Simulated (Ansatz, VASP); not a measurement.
# One calculation of GdN, two programs

File INCAR:

```
  ALGO = Normal
  EDIFF = 1E-8
  ENCUT = 520
  GGA = PE
  ISIF = 2
  ISMEAR = -1
  ISPIN = 2
  LASPH = True
  LCHARG = False
  LEFG = True
  LMAXMIX = 6
  LORBIT = 11
  LREAL = False
  LWAVE = False
  MAGMOM = 7 0
  NBANDS = 22
  NELM = 150
  PREC = Accurate
  SIGMA = 0.05
```

The input KPOINTS:

```
k-points
0
Gamma
  15 15 15
```

File POSCAR:

```
GdN
1.0
    0.0000000000      2.4581166776      2.4581166776
    2.4581166776      0.0000000000      2.4581166776
    2.4581166776      2.4581166776      0.0000000000
Gd N
1 1
Direct
    0.0000000000      0.0000000000      0.0000000000
    0.5000000000      0.5000000000      0.5000000000
```

Input for Ansatz:

```yaml
crystal:
  lattice:
    - [0.0, 2.4581166776, 2.4581166776]
    - [2.4581166776, 0.0, 2.4581166776]
    - [2.4581166776, 2.4581166776, 0.0]
  atoms:
    - { symbol: Gd, position: [0.0, 0.0, 0.0], spin: 7.0 }
    - { symbol: "N", position: [0.5, 0.5, 0.5] }
magnetization:
  spin_polarized: true
kpoints:
  mp_grid: { grid: [15, 15, 15] }
scf:
  occupations: { method: fermi_dirac, width: 0.05 }
hamiltonian:
  xc: pbe
  pseudopotentials: { kind: paw }
output:
  forces: true
  stress: true
  eigenvalues: true
  efg: { contact_densities: true }
```

Change from the starting cell: volume scaled by 0.96, PAW files.

Alike in both runs: task electric field gradients; functional PBE; k mesh 15 × 15 × 15; occupations fermi-dirac, width 0.05 eV; collinear spin.

```csv
,VASP,Ansatz
version,VASP 6.6.1,Ansatz 0.2.0
potentials or method,"VASP PAW PBE potentials, release 64 (Gd, N)","PAW with Ansatz's default frozen-core files, scalar-relativistic"
plane-wave cutoff (eV),520,420
valence electrons in the cell,23,23
```

```tsv
	VASP	Ansatz	Ansatz less VASP
pressure (GPa)	6.7	6.6	-0.13
net moment per atom (μB)	3.50	3.50	0.000
size of the moment on the site where the two differ most (μB)	6.80	6.85	+0.048
```

Site moments also hang on the region over which each program counts them. With one functional, cell and mesh, what is left measures potentials, basis and numerics.

Spin-orbit coupling is off throughout.
